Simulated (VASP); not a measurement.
The system is Si2Ge.

```
Si Ge
1.0
     3.60461    0.00000    0.00000
    -1.80230    3.12168    0.00000
     0.00000    0.00000    8.82945
Si Ge
4 2
Direct
  0.33333 0.66667 0.54167
  0.66667 0.33333 0.20833
  0.33333 0.66667 0.79167
  0.66667 0.33333 0.45833
  0.00000 0.00000 0.87500
  0.00000 0.00000 0.12500
```

```yaml
Program: VASP 6.6.1
Task: relaxation of cell and atoms
Functional: PBE
Potentials_or_basis: VASP PAW PBE potentials, release 64 (Si, Ge_d)
Cutoff: 600 eV
k_mesh: 6 × 6 × 2
Occupations: gaussian, width 0.1 eV
Spin: no spin polarisation
```

At the start: pressure 35.7 GPa; volume 16.56 Å³/atom.

Task: Where does the relaxation end?

Result: Over 8 steps the energy falls by 440.3 meV/atom and the volume is 21.44 Å³/atom (+29.5 %); space group P-3m1 (No. 164, to 0.1 Å) before and after.

The path:
```tsv
step	energy change (eV)	largest force (eV/Å)	pressure (GPa)	volume (Å³)
1	0.0000	0.9051	35.66	99.35
2	-1.2091	0.2477	-10.60	162.34
3	-2.6261	0.3075	-0.45	129.23
4	-2.6270	0.3100	-0.10	128.58
5	-2.6263	0.3127	0.30	127.94
6	-2.6348	0.1483	0.38	127.88
7	-2.6378	0.1623	0.43	127.81
8	-2.6420	0.0298	-0.03	128.63
```

Final structure:
```
CELL_PARAMETERS angstrom
3.93340 0.00000 0.00000
-1.96670 3.40642 0.00000
0.00000 0.00000 9.60002
ATOMIC_POSITIONS crystal
Si 0.33333 0.66667 0.53959
Si 0.66667 0.33333 0.21394
Si 0.33333 0.66667 0.78606
Si 0.66667 0.33333 0.46041
Ge 0.00000 0.00000 0.87059
Ge 0.00000 0.00000 0.12941
```

Caveat: the volume moved by over 15 % at a fixed basis, so the end points are rough.
